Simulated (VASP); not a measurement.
# TaN (P6_3/mmc) in VASP: single point with LDA

Aim: the single point of TaN with LDA.

All numbers are computed with VASP 6.6.1; they aren't measurements. Logs are shortened: lines on timing, memory, paths and dates and some standing lists are left out, and cuts for length are marked.

## (1) The cell of the first run

The structure is hexagonal, space group P6_3/mmc (No. 194). Conventional cell: a = 3.048 Å, b = 3.048 Å, c = 4.918 Å, α = 90.00°, β = 90.00°, γ = 120.00°. Ta (site symmetry -3m) has 6 N at 2.15 Å and 2 Ta at 2.46 Å within 2.8 Å. Within 2.8 Å of N (site symmetry -6m2) lie 6 Ta at 2.15 Å.

## (2) Single point, LDA

Input file INCAR:

```
SYSTEM = TaN
  PREC = Accurate
  ENCUT = 520
  EDIFF = 1E-6
  ISMEAR = 1
  SIGMA = 0.15
  LREAL = .False.
  LASPH = .True.
  NELM = 80
  ALGO = Normal
  ISIF = 2
  LWAVE = .False.
  LCHARG = .False.
  NBANDS = 24
```

Input file KPOINTS:

```
Automatic mesh
0
Gamma
  8 8 5
  0 0 0
```

Input file POSCAR:

```
TaN
1.0
    3.0480000000      0.0000000000      0.0000000000
   -1.5240000000      2.6396500000      0.0000000000
    0.0000000000      0.0000000000      4.9180000000
Ta N
2 2
Direct
    0.0000000000      0.0000000000      0.0000000000
    0.0000000000      0.0000000000      0.5000000000
    0.3333333333      0.6666666667      0.2500000000
    0.6666666667      0.3333333333      0.7500000000
```

Potentials or basis: VASP PAW LDA potentials, release 64 (Ta_pv, N).

Run with:

```console
$ cat potpaw_LDA.64/Ta_pv/POTCAR potpaw_LDA.64/N/POTCAR > POTCAR
$ mpirun -np 1 vasp_std > vasp.out
```

OUTCAR:

```text
SYSTEM = TaN
   PREC = Accurate
   ENCUT = 520
   EDIFF = 1E-6
   ISMEAR = 1
   LREAL = .False.
   LASPH = .True.
   NELM = 80
   ISIF = 2

 ion  position               nearest neighbor table
   1  0.000  0.000  0.000-   3 2.15   4 2.15   4 2.15   3 2.15   4 2.15   3 2.15   2 2.46   2 2.46

   2  0.000  0.000  0.500-   3 2.15   4 2.15   4 2.15   3 2.15   4 2.15   3 2.15   1 2.46   1 2.46

   3  0.333  0.667  0.250-   1 2.15   2 2.15   1 2.15   2 2.15   1 2.15   2 2.15
   4  0.667  0.333  0.750-   1 2.15   2 2.15   1 2.15   2 2.15   1 2.15   2 2.15

  LATTYP: Found a hexagonal cell.
 ALAT       =     3.0480000000
 C/A-ratio  =     1.6135170604

  Lattice vectors:

 A1 = (   3.0480000000,   0.0000000000,   0.0000000000)
 A2 = (  -1.5240000000,   2.6396500000,   0.0000000000)
 A3 = (   0.0000000000,   0.0000000000,   4.9180000000)

Analysis of symmetry for initial positions (statically):
=====================================================================
 Subroutine PRICEL returns:
 Original cell was already a primitive cell.

 Routine SETGRP: Setting up the symmetry group for a
 hexagonal supercell.

 Subroutine GETGRP returns: Found 24 space group operations
 (whereof 12 operations were pure point group operations)
 out of a pool of 24 trial point group operations.

The static configuration has the point symmetry D_3d.
 The point group associated with its full space group is D_6h.

Analysis of symmetry for dynamics (positions and initial velocities):
=====================================================================
 Subroutine PRICEL returns:
 Original cell was already a primitive cell.

 Routine SETGRP: Setting up the symmetry group for a
 hexagonal supercell.

 Subroutine GETGRP returns: Found 24 space group operations
 (whereof 12 operations were pure point group operations)
 out of a pool of 24 trial point group operations.

The dynamic configuration has the point symmetry D_3d.
 The point group associated with its full space group is D_6h.

 Subroutine INISYM returns: Found 24 space group operations
 (whereof 12 operations are pure point group operations),
 and found     1 'primitive' translations

----------------------------------------------------------------------------------------

                                     Primitive cell

  volume of cell :      39.5685

  direct lattice vectors                    reciprocal lattice vectors
     3.048000000  0.000000000  0.000000000     0.328083990  0.189419052  0.000000000
    -1.524000000  2.639650000  0.000000000     0.000000000  0.378838104  0.000000000
     0.000000000  0.000000000  4.918000000     0.000000000  0.000000000  0.203334689

  length of vectors
     3.048000000  3.048003957  4.918000000     0.378838595  0.378838104  0.203334689

  position of ions in fractional coordinates (direct lattice)
     0.000000000  0.000000000  0.000000000
     0.000000000  0.000000000  0.500000000
     0.333333333  0.666666667  0.250000000
     0.666666667  0.333333333  0.750000000

  ion indices of the primitive-cell ions
   primitive index   ion index
                 1           1
                 2           2
                 3           3
                 4           4

----------------------------------------------------------------------------------------

 KPOINTS: Automatic mesh

Automatic generation of k-mesh.
 Grid dimensions read from file:
 generate k-points for:    8    8    5

 Generating k-lattice:

  Cartesian coordinates                     Fractional coordinates (reciprocal lattice)
     0.041010499  0.023677381  0.000000000     0.125000000  0.000000000  0.000000000
     0.000000000  0.047354763  0.000000000     0.000000000  0.125000000  0.000000000
     0.000000000  0.000000000  0.040666938     0.000000000  0.000000000  0.200000000

  Length of vectors
     0.047354824  0.047354763  0.040666938

  Shift w.r.t. Gamma in fractional coordinates (k-lattice)
     0.000000000  0.000000000  0.000000000

 Subroutine IBZKPT returns following result:
 ===========================================

 Found     30 irreducible k-points:

 Following reciprocal coordinates:
            Coordinates               Weight
  0.000000  0.000000  0.000000      1.000000
  0.125000  0.000000  0.000000      6.000000
  0.250000  0.000000  0.000000      6.000000
  0.375000  0.000000  0.000000      6.000000
  0.500000  0.000000  0.000000      3.000000
  0.125000  0.125000  0.000000      6.000000
[... 16 lines left out ...]
  0.250000  0.000000  0.400000     12.000000
  0.375000  0.000000  0.400000     12.000000
 [... further k-points ...]
   k-points           NKPTS =     30   k-points in BZ     NKDIM =     30   number of bands    NBANDS=     24
   number of dos      NEDOS =    301   number of ions     NIONS =      4
   total plane-waves  NPLWV =  23040
   dimension x,y,z NGX =    24 NGY =   24 NGZ =   40
   dimension x,y,z NGXF=    48 NGYF=   48 NGZF=   80
   ions per type =               2   2
   NGX,Y,Z   is equivalent  to a cutoff of  13.09, 13.09, 13.52 a.u.
   NGXF,Y,Z  is equivalent  to a cutoff of  26.18, 26.18, 27.04 a.u.
 SYSTEM =  TaN
   PREC   = accura    normal or accurate (medium, high low for compatibility)
   ISTART =      0    job   : 0-new  1-cont  2-samecut
   ICHARG =      2    charge: 1-file 2-atom 10-const
   ISPIN  =      1    spin polarized calculation?
   LNONCOLLINEAR =      F non collinear calculations
   LSORBIT =      F    spin-orbit coupling
   LASPH  =      T    aspherical Exc in radial PAW
   ENCUT  =  520.0 eV  38.22 Ry    6.18 a.u.   5.67  5.67  9.14*2*pi/ulx,y,z
   NELM   =     80;   NELMIN=  2; NELMDL= -5     # of ELM steps
   EDIFF  = 0.1E-05   stopping-criterion for ELM
   LREAL  =      F    real-space projection
   EDIFFG = 0.1E-04   stopping-criterion for IOM
   NSW    =      0    number of steps for IOM
   IBRION =     -1    ionic relax: 0-MD 1-quasi-New 2-CG
   NFREE  =      0    steps in history (QN), initial steepest desc. (CG)
   ISIF   =      2    stress and relaxation
   ISYM   =      2    0-nonsym 1-usesym 2-fastsym
   POTIM  = 0.5000    time-step for ionic-motion
   TEBEG  =    0.0;   TEEND  =   0.0 temperature during run
   PSTRESS=    0.0 pullay stress
   NELECT =      32.0000    total number of electrons
   NUPDOWN=      -1.0000    fix difference up-down
   EMIN   =  10.00;   EMAX   =-10.00  energy-range for DOS
   EFERMI =   0.00;   METHOD = LEGACY
   ISMEAR =     1;   SIGMA  =   0.15  broadening in eV -4-tet -1-fermi 0-gaus
   EFERMI_NEDOS =   21; number of points for ismear=-14 and -15
   IALGO  =     38    algorithm
   IMIX   =      4    mixing-type and parameters
     AMIX     =   0.40;   BMIX     =  1.00
     AMIX_MAG =   1.60;   BMIX_MAG =  1.00
  volume/ion in A,a.u.               =       9.89        66.76
  Fermi-wavevector in a.u.,A,eV,Ry     =   1.525252  2.882308 31.652499  2.326393
  Thomas-Fermi vector in A             =   2.633448
   LORBIT       =      0    0 simple, 1 ext, 2 COOP (PROOUT), +10 PAW based schemes
   GGA     = CA    functional components
   LHFCALC =     F    Hartree Fock is set to
   AEXX    =    0.0000 exact exchange contribution
   IVDW    =     0    specifies the selected vdW correction
   LEPSILON=     F    determine dielectric tensor
   LRPA    =     F    only Hartree local field effects (RPA)
 non-spin polarized calculation
 Methfessel and Paxton  Order N= 1 SIGMA  =   0.15
  energy-cutoff  :      520.00
  volume of cell :       39.57
 maximum number of plane-waves:      1092
 NGX is ok and might be reduce to    24
   NGX = 11   NGY = 11   NGZ = 19

 number of electron      32.0000002 magnetization

 Free energy of the ion-electron system (eV)
  ---------------------------------------------------
  ext. energy  EPLUGINS =         0.00000000
  ---------------------------------------------------
  free energy    TOTEN  =       -46.35107653 eV

  energy without entropy =      -46.34763878  energy(sigma->0) =      -46.34993061

 E-fermi :   9.7917     XC(G=0): -13.9732

 val. band max:        9.7897504590   @ k =   0.5000   0.0000   0.2000
 cond. band min:       9.7944223385   @ k =   0.2500   0.1250   0.4000
 fundamental gap:      0.0046718795
 Fermi energy:         9.7917244467

 k-point     1 :       0.0000    0.0000    0.0000
  band No.  band energies     occupation
      1     -27.2439      2.00000
      2     -25.3683      2.00000
      3     -25.3682      2.00000
      4     -24.9848      2.00000
      5     -24.9848      2.00000
      6     -24.1637      2.00000
[... 16 lines left out ...]
     23      14.7820      0.00000
     24      16.4383      0.00000

 k-point     2 :       0.1250    0.0000    0.0000
  band No.  band energies     occupation
      1     -27.2101      2.00000
      2     -25.5149      2.00000
      3     -25.3989      2.00000
      4     -25.0972      2.00000
      5     -25.0090      2.00000
      6     -24.1504      2.00000
[... 16 lines left out ...]
     23      15.6291      0.00000
     24      16.3494      0.00000

 k-point     3 :       0.2500    0.0000    0.0000
  band No.  band energies     occupation
      1     -27.1276      2.00000
      2     -25.8521      2.00000
      3     -25.4719      2.00000
      4     -25.3603      2.00000
      5     -25.0670      2.00000
      6     -24.1181      2.00000
[... 16 lines left out ...]
     23      16.6279      0.00000
     24      16.6912      0.00000

 k-point     4 :       0.3750    0.0000    0.0000
  band No.  band energies     occupation
      1     -27.0437      2.00000
      2     -26.1682      2.00000
      3     -25.6128      2.00000
      4     -25.5439      2.00000
      5     -25.1243      2.00000
      6     -24.0856      2.00000
[... 16 lines left out ...]
     23      16.9634      0.00000
     24      17.1649      0.00000

 k-point     5 :       0.5000    0.0000    0.0000
  band No.  band energies     occupation
      1     -27.0087      2.00000
      2     -26.2936      2.00000
      3     -25.7144      2.00000
      4     -25.5733      2.00000
      5     -25.1478      2.00000
      6     -24.0720      2.00000
[... 16 lines left out ...]
     23      16.1528      0.00000
     24      17.2016      0.00000

 k-point     6 :       0.1250    0.1250    0.0000
  band No.  band energies     occupation
      1     -27.1519      2.00000
      2     -25.7398      2.00000
      3     -25.4675      2.00000
      4     -25.2719      2.00000
      5     -25.0631      2.00000
      6     -24.1276      2.00000
[... 16 lines left out ...]
     23      16.0823      0.00000
     24      16.3822      0.00000
[... 379 lines left out ...]
 k-point    21 :       0.0000    0.0000    0.4000
  band No.  band energies     occupation
      1     -26.3012      2.00000
      2     -25.3625      2.00000
      3     -25.2391      2.00000
      4     -25.2391      2.00000
      5     -25.1206      2.00000
      6     -25.1206      2.00000
[... 16 lines left out ...]
     23      14.6616      0.00000
     24      15.2038      0.00000

 k-point    22 :       0.1250    0.0000    0.4000
  band No.  band energies     occupation
      1     -26.2735      2.00000
      2     -25.4047      2.00000
      3     -25.3086      2.00000
      4     -25.2676      2.00000
      5     -25.2436      2.00000
      6     -25.1472      2.00000
[... 16 lines left out ...]
     23      14.4844      0.00000
     24      15.5786      0.00000

 k-point    23 :       0.2500    0.0000    0.4000
  band No.  band energies     occupation
      1     -26.2054      2.00000
      2     -25.6964      2.00000
      3     -25.5314      2.00000
      4     -25.3358      2.00000
      5     -25.2720      2.00000
      6     -25.2107      2.00000
[... 16 lines left out ...]
     23      14.9296      0.00000
     24      16.1741      0.00000

 k-point    24 :       0.3750    0.0000    0.4000
  band No.  band energies     occupation
      1     -26.1360      2.00000
      2     -25.9833      2.00000
      3     -25.8083      2.00000
      4     -25.4029      2.00000
      5     -25.2734      2.00000
      6     -25.2211      2.00000
[... 16 lines left out ...]
     23      15.7419      0.00000
     24      16.2004      0.00000

 [... further k-points ...]

------------------------ aborting loop because EDIFF is reached ----------------------------------------

  FORCE on cell =-STRESS in cart. coord.  units (eV):
  Direction    XX          YY          ZZ          XY          YZ          ZX
  --------------------------------------------------------------------------------------
  -------------------------------------------------------------------------------------
  Total        3.7531317      3.7531447     24.7724267      0.0000000      0.0000000      0.0000000
  in kB      151.9688428    151.9693689   1003.0655181      0.0000000      0.0000000      0.0000000
  external PRESSURE =     435.6679099 kB  Pullay stress =       0.0000000 kB

 VOLUME and BASIS-vectors are now :
 -----------------------------------------------------------------------------
  energy-cutoff  :      520.00
  volume of cell :       39.57
      direct lattice vectors                 reciprocal lattice vectors
     3.048000000  0.000000000  0.000000000     0.328083990  0.189419052  0.000000000
    -1.524000000  2.639650000  0.000000000     0.000000000  0.378838104  0.000000000
     0.000000000  0.000000000  4.918000000     0.000000000  0.000000000  0.203334689

 POSITION                                       TOTAL-FORCE (eV/Angst)
 -----------------------------------------------------------------------------------
      0.00000      0.00000      0.00000         0.000000      0.000000     -0.000000
      0.00000      0.00000      2.45900         0.000000      0.000000     -0.000000
     -0.00000      1.75977      1.22950        -0.000000      0.000000     -0.000000
      1.52400      0.87988      3.68850         0.000000     -0.000000      0.000000
 -----------------------------------------------------------------------------------
    total drift:                               -0.000000      0.000000      0.000000

  FREE ENERGIE OF THE ION-ELECTRON SYSTEM (eV)
  ---------------------------------------------------
  free  energy   TOTEN  =       -46.3510765295 eV

  energy  without entropy=      -46.3476387772  energy(sigma->0) =      -46.34993061
```

Wall time 8.4 s (1 thread of Intel Xeon 6975P-C (Granite Rapids), shared host); peak memory 0.15 GiB.

What came out:

```
Free energy            : -46.3511 eV
Pressure               : 43.6 GPa
Band gap on the k mesh : zero (band 16 reaches 10.36 eV, above the bottom of band 17 at 7.88 eV)
```

Caveat: spin-orbit coupling is left out, which moves the levels of the heavy elements.
